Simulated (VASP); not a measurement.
Li2ZnO2, 5 atoms in the cell. It takes space group P4/mmm (No. 123, tetragonal). Conventional cell: a = 3.755 Å, b = 3.755 Å, c = 4.578 Å, α = 90.00°, β = 90.00°, γ = 90.00°. Li (site symmetry 4mm) has 1 O at 1.33 Å within 1.8 Å. Zn (site symmetry 4/mmm) has 2 O at 2.29 Å and 8 Li at 2.82 Å within 3.0 Å. O (site symmetry 4/mmm) has 2 Zn at 2.29 Å and 4 O at 2.66 Å and 8 Li at 2.97 Å within 3.0 Å. Within 1.8 Å of O (site symmetry 4/mmm) lie 2 Li at 1.33 Å. The cell was generated, and may not be a known phase.

| Property | Result |
| --- | --- |
| Program | VASP 6.6.1 |
| Task | relaxation of cell and atoms |
| Functional | PBE |
| Potentials or basis | VASP PAW PBE potentials, release 64 (Li_sv, Zn, O) |
| Cutoff | 600 eV |
| k mesh | 4 × 4 × 4 |
| Occupations | gaussian, width 0.1 eV |
| Spin | collinear spin, ferromagnetic start |
| Starting moments | [0.0, 0.0, 0.0, 1.0, 1.0] μB |
| Dipole correction | no |
| Further INCAR settings | ALGO = Normal; EDIFF = 1e-06; IBRION = 2; EDIFFG = -0.04; NSW = 90; ISIF = 3 |

Potentials or basis: VASP PAW PBE potentials, release 64 (Li_sv, Zn, O).

Run with:

```sh
$ cat potpaw_PBE.64/Li_sv/POTCAR potpaw_PBE.64/Zn/POTCAR potpaw_PBE.64/O/POTCAR > POTCAR
$ mpirun -np 1 vasp_std > vasp.out
```

Hardware: 1 thread of Intel(R) Xeon(R) Platinum 8488C (Sapphire Rapids), with other jobs on the host.

Q: How long does it take, and how much memory?

A: It took 14 min on 1 thread of Intel(R) Xeon(R) Platinum 8488C (Sapphire Rapids), on a shared host, peak memory 0.23 GiB. Counts: scf iterations 263, k points 18, ion steps 23.
